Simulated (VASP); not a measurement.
# SnSe (Fm-3m) in VASP: single point with HSE06

Aim: the single point of SnSe with HSE06.

All numbers are computed with VASP 6.6.1; they aren't measurements. Logs are shortened: lines on timing, memory, paths and dates and some standing lists are left out, and cuts for length are marked.

## (1) The cell of the first run

The structure is cubic, space group Fm-3m (No. 225). The conventional cell has a = 6.020 Å, b = 6.020 Å, c = 6.020 Å, α = 90.00°, β = 90.00°, γ = 90.00°. Within 4.0 Å of Sn (site symmetry m-3m) lie 6 Se at 3.01 Å. Se (site symmetry m-3m) has 6 Sn at 3.01 Å within 4.0 Å.

## (2) Single point, HSE06

POSCAR

```
SnSe
1.0
    0.0000000000      3.0100000000      3.0100000000
    3.0100000000      0.0000000000      3.0100000000
    3.0100000000      3.0100000000      0.0000000000
Sn Se
1 1
Direct
    0.0000000000      0.0000000000      0.0000000000
    0.5000000000      0.5000000000      0.5000000000
```

INCAR.step1

```
SYSTEM = SnSe
ALGO = Normal
EDIFF = 1E-5
ENCUT = 520
GGA = PE
ISIF = 2
ISMEAR = 0
LASPH = .True.
LCHARG = .False.
LREAL = .False.
LWAVE = .True.
NBANDS = 17
NELM = 100
PREC = Accurate
SIGMA = 0.01
```

INCAR.step2

```
SYSTEM = SnSe
ALGO = Normal
EDIFF = 1E-6
ENCUT = 520
GGA = PE
HFSCREEN = 0.2079
ISIF = 2
ISMEAR = 0
ISTART = 1
LASPH = .True.
LCHARG = .False.
LHFCALC = .True.
LREAL = .False.
LWAVE = .False.
NBANDS = 17
NELM = 100
PREC = Accurate
PRECFOCK = Normal
SIGMA = 0.01
```

KPOINTS

```
k-points
0
Gamma
  5 5 5
  0 0 0
```

Potentials or basis: VASP PAW PBE potentials, release 64 (Sn_d, Se).

On the command line:

```bash
cat potpaw_PBE.64/Sn_d/POTCAR potpaw_PBE.64/Se/POTCAR > POTCAR
cp INCAR.step1 INCAR
mpirun -np 1 vasp_std > vasp.out
cp INCAR.step2 INCAR
mpirun -np 1 vasp_std > vasp.out
```

OUTCAR:

```text
SYSTEM = SnSe
   EDIFF = 1E-6
   ENCUT = 520
   GGA = PE
   HFSCREEN = 0.2079
   ISIF = 2
   ISMEAR = 0
   ISTART = 1
   LASPH = .True.
   LHFCALC = .True.
   LREAL = .False.
   NELM = 100
   PREC = Accurate
   PRECFOCK = Normal

 ion  position               nearest neighbor table
   1  0.000  0.000  0.000-   2 3.01   2 3.01   2 3.01   2 3.01   2 3.01   2 3.01
   2  0.500  0.500  0.500-   1 3.01   1 3.01   1 3.01   1 3.01   1 3.01   1 3.01

  LATTYP: Found a face centered cubic cell.
 ALAT       =     6.0200000000

  Lattice vectors:

 A1 = (   0.0000000000,   3.0100000000,   3.0100000000)
 A2 = (   3.0100000000,   0.0000000000,   3.0100000000)
 A3 = (   3.0100000000,   3.0100000000,   0.0000000000)

Analysis of symmetry for initial positions (statically):
=====================================================================
 Subroutine PRICEL returns:
 Original cell was already a primitive cell.

 Routine SETGRP: Setting up the symmetry group for a
 face centered cubic supercell.

 Subroutine GETGRP returns: Found 48 space group operations
 (whereof 48 operations were pure point group operations)
 out of a pool of 48 trial point group operations.

The static configuration has the point symmetry O_h .

Analysis of symmetry for dynamics (positions and initial velocities):
=====================================================================
 Subroutine PRICEL returns:
 Original cell was already a primitive cell.

 Routine SETGRP: Setting up the symmetry group for a
 face centered cubic supercell.

 Subroutine GETGRP returns: Found 48 space group operations
 (whereof 48 operations were pure point group operations)
 out of a pool of 48 trial point group operations.

The dynamic configuration has the point symmetry O_h .

 Subroutine INISYM returns: Found 48 space group operations
 (whereof 48 operations are pure point group operations),
 and found     1 'primitive' translations

----------------------------------------------------------------------------------------

                                     Primitive cell

  volume of cell :      54.5418

  direct lattice vectors                    reciprocal lattice vectors
     0.000000000  3.010000000  3.010000000    -0.166112957  0.166112957  0.166112957
     3.010000000  0.000000000  3.010000000     0.166112957 -0.166112957  0.166112957
     3.010000000  3.010000000  0.000000000     0.166112957  0.166112957 -0.166112957

[... 74 lines left out ...]
   ISIF   =      2    stress and relaxation
   ISYM   =      3    0-nonsym 1-usesym 2-fastsym
   POTIM  = 0.5000    time-step for ionic-motion
   TEBEG  =    0.0;   TEEND  =   0.0 temperature during run
   PSTRESS=    0.0 pullay stress
   NELECT =      20.0000    total number of electrons
   NUPDOWN=      -1.0000    fix difference up-down
   EMIN   =  10.00;   EMAX   =-10.00  energy-range for DOS
   EFERMI =   0.00;   METHOD = LEGACY
   ISMEAR =     0;   SIGMA  =   0.01  broadening in eV -4-tet -1-fermi 0-gaus
   EFERMI_NEDOS =   21; number of points for ismear=-14 and -15
   IALGO  =     38    algorithm
   IMIX   =      1    mixing-type and parameters
     AMIX     =   0.40;   BMIX     =  1.00
     AMIX_MAG =   1.60;   BMIX_MAG =  1.00
  volume/ion in A,a.u.               =      27.27       184.03
  Fermi-wavevector in a.u.,A,eV,Ry     =   1.171768  2.214321 18.681350  1.373040
  Thomas-Fermi vector in A             =   2.308207
   LORBIT       =      0    0 simple, 1 ext, 2 COOP (PROOUT), +10 PAW based schemes
   GGA     = PE    functional components
   LHFCALC =     T    Hartree Fock is set to
   PRECFOCK=normal    Normal, Fast or Accurate (Low or Medium for compatibility)
   ENCUT4O =  -1.0   cutoff for four orbital integrals eV
   NKREDX  =     1    reduce k-point grid by
   NKREDY  =     1    reduce k-point grid by
   NKREDZ  =     1    reduce k-point grid by
   AEXX    =    0.2500 exact exchange contribution
   HFSCREEN=    0.2079 screening length (either q_TF or 0.3 A-1)
   HFSCREENC=   0.2079 screening length for correlation (either q_TF or 0.3 A-1)
   ENCUTFOCK=  -1.0 apply spherical cutoff to Coloumb kernel
   IVDW    =     0    specifies the selected vdW correction
   LEPSILON=     F    determine dielectric tensor
   LRPA    =     F    only Hartree local field effects (RPA)
 non-spin polarized calculation
 Gauss-broadening in eV      SIGMA  =   0.01
  energy-cutoff  :      520.00
  volume of cell :       54.54
 maximum number of plane-waves:      1479
  NGX = 24; NGY = 24; NGZ = 24

 number of electron      20.0000005 magnetization

 Free energy of the ion-electron system (eV)
  ---------------------------------------------------
  ext. energy  EPLUGINS =         0.00000000
  ---------------------------------------------------
  free energy    TOTEN  =        -9.78258877 eV

  energy without entropy =       -9.78258877  energy(sigma->0) =       -9.78258877

 E-fermi :   5.3580     XC(G=0):  -7.9971

 val. band max:        5.2517740829   @ k =   0.4000   0.0000   0.0000
 cond. band min:       6.5788961506   @ k =  -0.2000   0.2000   0.0000
 fundamental gap:      1.3271220676
 Fermi energy:         5.3579933998

 k-point     1 :       0.0000    0.0000    0.0000
  band No.  band energies     occupation
      1     -18.5129      2.00000
      2     -18.5129      2.00000
      3     -18.5077      2.00000
      4     -18.5077      2.00000
      5     -18.5077      2.00000
      6     -10.0242      2.00000
[... 177 lines left out ...]
      4     -18.4985      2.00000
      5     -18.4922      2.00000
      6      -8.7296      2.00000
[... 9 lines left out ...]
     16      17.4031      0.00000
     17      17.5422      0.00000

------------------------ aborting loop because EDIFF is reached ----------------------------------------

  FORCE on cell =-STRESS in cart. coord.  units (eV):
  Direction    XX          YY          ZZ          XY          YZ          ZX
  --------------------------------------------------------------------------------------
  -------------------------------------------------------------------------------------
  Total       -0.1519824     -0.1519824     -0.1519824     -0.0000000      0.0000000     -0.0000000
  in kB       -4.4645171     -4.4645171     -4.4645171     -0.0000000      0.0000000     -0.0000000
  external PRESSURE =      -4.4645171 kB  Pullay stress =       0.0000000 kB

 VOLUME and BASIS-vectors are now :
 -----------------------------------------------------------------------------
  energy-cutoff  :      520.00
  volume of cell :       54.54
      direct lattice vectors                 reciprocal lattice vectors
     0.000000000  3.010000000  3.010000000    -0.166112957  0.166112957  0.166112957
     3.010000000  0.000000000  3.010000000     0.166112957 -0.166112957  0.166112957
     3.010000000  3.010000000  0.000000000     0.166112957  0.166112957 -0.166112957

 POSITION                                       TOTAL-FORCE (eV/Angst)
 -----------------------------------------------------------------------------------
      0.00000      0.00000      0.00000         0.000000      0.000000      0.000000
      3.01000      3.01000      3.01000        -0.000000     -0.000000     -0.000000
 -----------------------------------------------------------------------------------
    total drift:                                0.000000     -0.000000      0.000000

  FREE ENERGIE OF THE ION-ELECTRON SYSTEM (eV)
  ---------------------------------------------------
  free  energy   TOTEN  =        -9.7825887738 eV

  energy  without entropy=       -9.7825887738  energy(sigma->0) =       -9.78258877
```

OUTCAR.step1:

```text
SYSTEM = SnSe
   EDIFF = 1E-5
   ENCUT = 520
   GGA = PE
   ISIF = 2
   ISMEAR = 0
[... 405 lines left out ...]
      0.00000      0.00000      0.00000         0.000000     -0.000000     -0.000000
      3.01000      3.01000      3.01000        -0.000000      0.000000      0.000000
 -----------------------------------------------------------------------------------
    total drift:                                0.000000     -0.000000     -0.000000

  FREE ENERGIE OF THE ION-ELECTRON SYSTEM (eV)
  ---------------------------------------------------
  free  energy   TOTEN  =        -8.2437202752 eV

  energy  without entropy=       -8.2437202752  energy(sigma->0) =       -8.24372028
```

OSZICAR.step1:

```text
N       E                     dE             d eps       ncg     rms          rms(c)
DAV:   1     0.138312921386E+03    0.13831E+03   -0.96555E+03   343   0.144E+03
DAV:   2     0.497404626682E+01   -0.13334E+03   -0.12938E+03   348   0.368E+02
DAV:   3    -0.810209879321E+01   -0.13076E+02   -0.12984E+02   447   0.970E+01
DAV:   4    -0.841811289267E+01   -0.31601E+00   -0.31584E+00   383   0.157E+01
DAV:   5    -0.842788482493E+01   -0.97719E-02   -0.97716E-02   499   0.273E+00    0.318E+00
DAV:   6    -0.824381608123E+01    0.18407E+00   -0.44677E-01   496   0.392E+00    0.190E+00
DAV:   7    -0.824191008511E+01    0.19060E-02   -0.79975E-02   392   0.128E+00    0.923E-01
DAV:   8    -0.824380887264E+01   -0.18988E-02   -0.84392E-03   392   0.808E-01    0.110E-01
DAV:   9    -0.824365348574E+01    0.15539E-03   -0.12925E-03   461   0.294E-01    0.484E-02
DAV:  10    -0.824371548119E+01   -0.61995E-04   -0.16716E-04   392   0.728E-02    0.117E-02
DAV:  11    -0.824372027516E+01   -0.47940E-05   -0.17124E-05   408   0.348E-02
   1 F= -.82437203E+01 E0= -.82437203E+01  d E =-.221183E-14
```

Wall time 13 min (1 thread of Intel Xeon Platinum 8488C (Sapphire Rapids), shared host); peak memory 0.29 GiB.

Results:

```
Free energy : -9.7826 eV
Pressure    : -0.4 GPa
```

Levels at points of the mesh, in eV from the Fermi level:
```tsv
k point	band 8	band 9	band 10	band 11	band 12	band 13
(0.00, 0.00, 0.00)	-2.55	-2.55	-2.55	5.06	5.06	5.06
```

Caveat: this odd mesh misses L, so gap, dielectric constants and Born charges aren't listed; the PAW data sets were made with another functional, which shifts forces and pressure a little; spin-orbit coupling is left out, which moves the levels of the heavy elements.
